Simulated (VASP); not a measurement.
# Li2O (Fm-3m) in VASP: a series of runs, part 2 of 2

VASP 6.6.1. Earlier steps stand in the parts before.

### Step 4. Single point, LDA

This run uses another cell than the first one, of 7.55 Å³/atom.

INCAR reads:

```
PREC = Accurate
ENCUT = 750
EDIFF = 1E-6
ISMEAR = 0
SIGMA = 0.02
LREAL = False
LASPH = True
NELM = 120
ALGO = Normal
ISIF = 2
LWAVE = False
LCHARG = False
GGA = CA
NBANDS = 13
GGA_COMPAT = False
```

KPOINTS reads:

```
regular mesh
0
Gamma
  10 10 10
```

POSCAR reads:

```
Li2O
1.0
    0.0000000000      2.2459319603      2.2459319603
    2.2459319603      0.0000000000      2.2459319603
    2.2459319603      2.2459319603      0.0000000000
O Li
1 2
Direct
    0.0000000000      0.0000000000      0.0000000000
    0.2500000000      0.2500000000      0.2500000000
    0.7500000000      0.7500000000      0.7500000000
```

Potentials or basis: VASP PAW LDA potentials, release 64 (O, Li_sv).

Run with:

```console
> cat potpaw_LDA.64/O/POTCAR potpaw_LDA.64/Li_sv/POTCAR > POTCAR
> mpirun -np 1 vasp_std > vasp.out
```

OUTCAR:

```text
PREC = Accurate
   ENCUT = 750
   EDIFF = 1E-6
   ISMEAR = 0
   LREAL = False
   LASPH = True
   NELM = 120
   ISIF = 2
   GGA = CA

 ion  position               nearest neighbor table
   1  0.000  0.000  0.000-   3 1.95   3 1.95   3 1.95   2 1.95   3 1.95   2 1.95   2 1.95   2 1.95

   2  0.250  0.250  0.250-   1 1.95   1 1.95   1 1.95   1 1.95   3 2.25   3 2.25   3 2.25   3 2.25
                             3 2.25   3 2.25
   3  0.750  0.750  0.750-   1 1.95   1 1.95   1 1.95   1 1.95   2 2.25   2 2.25   2 2.25   2 2.25
                             2 2.25   2 2.25

  LATTYP: Found a face centered cubic cell.
 ALAT       =     4.4918639206

  Lattice vectors:

 A1 = (   0.0000000000,   2.2459319603,   2.2459319603)
 A2 = (   2.2459319603,   0.0000000000,   2.2459319603)
 A3 = (   2.2459319603,   2.2459319603,   0.0000000000)

Analysis of symmetry for initial positions (statically):
=====================================================================
 Subroutine PRICEL returns:
 Original cell was already a primitive cell.

 Routine SETGRP: Setting up the symmetry group for a
 face centered cubic supercell.

 Subroutine GETGRP returns: Found 48 space group operations
 (whereof 48 operations were pure point group operations)
 out of a pool of 48 trial point group operations.

The static configuration has the point symmetry O_h .

Analysis of symmetry for dynamics (positions and initial velocities):
=====================================================================
 Subroutine PRICEL returns:
 Original cell was already a primitive cell.

 Routine SETGRP: Setting up the symmetry group for a
 face centered cubic supercell.

 Subroutine GETGRP returns: Found 48 space group operations
 (whereof 48 operations were pure point group operations)
 out of a pool of 48 trial point group operations.

The dynamic configuration has the point symmetry O_h .

 Subroutine INISYM returns: Found 48 space group operations
 (whereof 48 operations are pure point group operations),
 and found     1 'primitive' translations

[... 126 lines left out ...]
   LRPA    =     F    only Hartree local field effects (RPA)
 non-spin polarized calculation
 Gauss-broadening in eV      SIGMA  =   0.02
  energy-cutoff  :      750.00
  volume of cell :       22.66
 maximum number of plane-waves:      1073
   NGX = 15   NGY = 15   NGZ = 15

 number of electron      12.0000004 magnetization

 Free energy of the ion-electron system (eV)
  ---------------------------------------------------
  ext. energy  EPLUGINS =         0.00000000
  ---------------------------------------------------
  free energy    TOTEN  =       -15.76011963 eV

  energy without entropy =      -15.76011963  energy(sigma->0) =      -15.76011963

 E-fermi :   1.7941     XC(G=0): -10.6096

 val. band max:        1.6156263805   @ k =   0.0000   0.0000   0.0000
 cond. band min:       6.5667167199   @ k =   0.5000   0.5000   0.0000
 fundamental gap:      4.9510903394
 Fermi energy:         1.7941267254

 k-point     1 :       0.0000    0.0000    0.0000
  band No.  band energies     occupation
      1     -40.1362      2.00000
      2     -39.6566      2.00000
      3     -13.6201      2.00000
      4       1.6156      2.00000
      5       1.6156      2.00000
      6       1.6156      2.00000
      7       7.5105      0.00000
      8      13.6729      0.00000
      9      13.6729      0.00000
     10      13.6729      0.00000
     11      21.2281      0.00000
     12      21.2281      0.00000
     13      21.2281      0.00000
[... 354 lines left out ...]
  band No.  band energies     occupation
      1     -39.9757      2.00000
      2     -39.7688      2.00000
      3     -13.4086      2.00000
      4      -0.1634      2.00000
      5       0.3714      2.00000
      6       0.4755      2.00000
      7       7.6189      0.00000
      8      14.7443      0.00000
      9      15.0519      0.00000
     10      16.5004      0.00000
     11      17.1437      0.00000
     12      23.9344      0.00000
     13      24.5662      0.00000

 [... further k-points ...]

------------------------ aborting loop because EDIFF is reached ----------------------------------------

  FORCE on cell =-STRESS in cart. coord.  units (eV):
  Direction    XX          YY          ZZ          XY          YZ          ZX
  --------------------------------------------------------------------------------------
  -------------------------------------------------------------------------------------
  Total       -0.0218295     -0.0218295     -0.0218295      0.0000000      0.0000000      0.0000000
  in kB       -1.5435997     -1.5435997     -1.5435997      0.0000000      0.0000000      0.0000000
  external PRESSURE =      -1.5435997 kB  Pullay stress =       0.0000000 kB

 VOLUME and BASIS-vectors are now :
 -----------------------------------------------------------------------------
  energy-cutoff  :      750.00
  volume of cell :       22.66
      direct lattice vectors                 reciprocal lattice vectors
     0.000000000  2.245931960  2.245931960    -0.222624732  0.222624732  0.222624732
     2.245931960  0.000000000  2.245931960     0.222624732 -0.222624732  0.222624732
     2.245931960  2.245931960  0.000000000     0.222624732  0.222624732 -0.222624732

 POSITION                                       TOTAL-FORCE (eV/Angst)
 -----------------------------------------------------------------------------------
      0.00000      0.00000      0.00000        -0.000000     -0.000000     -0.000000
      1.12297      1.12297      1.12297         0.000000      0.000000      0.000000
      3.36890      3.36890      3.36890         0.000000     -0.000000     -0.000000
 -----------------------------------------------------------------------------------
    total drift:                                0.000000      0.000000      0.000000

  FREE ENERGIE OF THE ION-ELECTRON SYSTEM (eV)
  ---------------------------------------------------
  free  energy   TOTEN  =       -15.7601196265 eV

  energy  without entropy=      -15.7601196265  energy(sigma->0) =      -15.76011963
```

Wall time 11 s (1 thread of AMD EPYC 9R45 (Zen 5), shared host); peak memory 0.11 GiB.

Results:

```yaml
Free_energy: -15.7601 eV
Pressure: -0.2 GPa
Band_gap_on_the_k_mesh: 4.95 eV (least direct gap 5.89 eV)
```

### Step 5. Relaxation of cell and atoms, LDA

INCAR reads:

```
SYSTEM = Li2O
PREC     = Accurate       ! precision mode
ENCUT    = 750            ! plane-wave cutoff, eV
EDIFF    = 1E-7           ! SCF threshold, eV
ISMEAR   = 0              ! smearing method
SIGMA    = 0.02           ! smearing width, eV
LREAL    = .FALSE.        ! projectors in reciprocal space
LASPH    = .TRUE.         ! aspherical terms in the spheres
NELM     = 120            ! most SCF steps
ALGO     = Normal         ! electronic algorithm
ISIF     = 3              ! what is computed and relaxed
LWAVE    = .FALSE.        ! write WAVECAR
LCHARG   = .FALSE.        ! write CHGCAR
IBRION   = 2              ! ionic algorithm
NSW      = 100            ! ionic steps
EDIFFG   = -0.002         ! ionic threshold
GGA_COMPAT= .FALSE.      
NELMIN   = 4
```

KPOINTS reads:

```
regular mesh
0
G
  8 8 8
  0 0 0
```

POSCAR reads:

```
Li2O
1.0
    0.0000000000      2.3000000000      2.3000000000
    2.3000000000      0.0000000000      2.3000000000
    2.3000000000      2.3000000000      0.0000000000
O Li
1 2
Direct
    0.0000000000      0.0000000000      0.0000000000
    0.2500000000      0.2500000000      0.2500000000
    0.7500000000      0.7500000000      0.7500000000
```

Run with:

```console
> cat potpaw_LDA.64/O/POTCAR potpaw_LDA.64/Li_sv/POTCAR > POTCAR
> mpirun -np 1 vasp_std > vasp.out
```

Run time: 19 s. Hardware: 1 thread of AMD EPYC 9R45 (Zen 5), shared host; peak memory 0.11 GiB.

It converged, with:

```
Free energy                           : -15.7640 eV
Relaxed volume                        : 7.54 Å³/atom
Relaxed cell                          : a = 3.175 Å, b = 3.175 Å, c = 3.175 Å, α = 60.00°, β = 60.00°, γ = 60.00°
Space group after relaxing (to 0.1 Å) : Fm-3m (No. 225)
Energy gained by relaxing             : 11.4 meV/atom
Ionic steps                           : 4
Pressure after relaxing               : 0.0 GPa
Band gap on the k mesh                : 4.95 eV (least direct gap 5.90 eV)
```

The path:
```tsv
step	energy change (eV)	largest force (eV/Å)	pressure (GPa)	volume (Å³)
1	0.0000	0.0000	-6.09	24.33
2	-0.0292	0.0000	-2.51	23.26
3	-0.0342	0.0000	-0.14	22.67
4	-0.0342	0.0000	0.00	22.63
```

Final structure:
```
O Li
1.0
     0.00000    2.24517    2.24517
     2.24517    0.00000    2.24517
     2.24517    2.24517    0.00000
O Li
1 2
Cartesian
  2.2452 2.2452 0.0000
  1.1226 1.1226 1.1226
  3.3678 3.3678 3.3678
```

Levels at points of the mesh, in eV from the valence-band top:
```
           k point  band 2  band 3  band 4  band 5  band 6  band 7  band 8  band 9  band 10
(0.00, 0.00, 0.00)  -41.27  -15.24    0.00    0.00    0.00    5.90   12.06   12.06    12.06
(0.50, 0.00, 0.00)  -41.49  -15.01   -3.02   -0.51   -0.51    9.64   10.55   12.23    12.23
(0.50, 0.50, 0.00)  -41.40  -14.98   -1.66   -1.58   -1.58    4.95   14.06   14.06    15.68
```

A k mesh can miss the band edges.

### Step 6. Overview

```csv
task,cell,k mesh,smearing,gap on the mesh (eV),pressure (GPa)
single point,"a = 3.253 Å, angles 60.0°, 3 atoms",6 × 6 × 6,gaussian 0.1 eV,4.83,-6.0
single point,"a = 3.176 Å, angles 60.0°, 3 atoms",8 × 8 × 8,gaussian 0.02 eV,4.95,-0.2
single point,"a = 3.176 Å, angles 60.0°, 3 atoms",10 × 10 × 10,gaussian 0.02 eV,4.95,-0.2
relaxation of cell and atoms,"relaxed from a = 3.253 Å, angles 60.0°, 3 atoms",8 × 8 × 8,gaussian 0.02 eV,4.95,0.0
```

Alike in all rows: level LDA; potentials or basis VASP PAW LDA potentials, release 64 (O, Li_sv); no spin polarisation; cutoff (eV) 750.

Caveats: the cell stands under tension (at least some runs).

Total energies depend on the potentials used, so only differences within one code and one set of settings carry meaning.
